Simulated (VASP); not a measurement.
RbSr:

```
CELL_PARAMETERS angstrom
3.81449 0.00000 0.00000
-1.90724 3.30344 0.00000
0.00000 0.00000 6.38647
ATOMIC_POSITIONS crystal
Rb 0.00000 0.00000 0.00000
Sr 0.00000 0.00000 0.50000
```

The cell was generated, and may not be a known phase.

- Program: VASP 6.6.1
- Task: relaxation of cell and atoms
- Functional: PBE
- Potentials or basis: VASP PAW PBE potentials, release 64 (Rb_sv, Sr_sv)
- Cutoff: 600 eV
- k mesh: 6 × 6 × 4
- Occupations: gaussian, width 0.1 eV
- Spin: no spin polarisation

At the start: pressure 6.9 GPa; volume 40.24 Å³/atom.

Problem. Where does the relaxation end?

Solution. Over 8 steps the energy falls by 535.0 meV/atom and the volume is 71.05 Å³/atom (+76.6 %); space group P6/mmm (No. 191, to 0.1 Å) before and after.

Step by step:
| step | energy change (eV) | largest force (eV/Å) | pressure (GPa) | volume (Å³) |
| --- | --- | --- | --- | --- |
| 1 | 0.0000 | 0.0000 | 6.90 | 80.48 |
| 2 | -0.7530 | 0.0000 | 2.68 | 102.16 |
| 3 | -1.0137 | 0.0000 | 0.96 | 123.12 |
| 4 | -0.9825 | 0.0000 | -0.65 | 172.39 |
| 5 | -1.0651 | 0.0000 | -0.16 | 147.30 |
| 6 | -1.0696 | 0.0000 | 0.06 | 140.30 |
| 7 | -1.0697 | 0.0000 | 0.01 | 141.70 |
| 8 | -1.0700 | 0.0000 | -0.01 | 142.11 |

Final structure:
```cif
data_structure
_symmetry_space_group_name_H-M 'P 1'
_symmetry_Int_Tables_number 1
_cell_length_a 4.3430
_cell_length_b 4.3430
_cell_length_c 8.6997
_cell_angle_alpha 90.000
_cell_angle_beta 90.000
_cell_angle_gamma 120.000
_cell_volume 142.11
loop_
_atom_site_label
_atom_site_type_symbol
_atom_site_fract_x
_atom_site_fract_y
_atom_site_fract_z
_atom_site_occupancy
Rb1 Rb 0.00000 0.00000 0.00000 1
Sr1 Sr 0.00000 0.00000 0.50000 1
```

Caveat: the volume moved by over 15 % at a fixed basis, so the end points are rough.
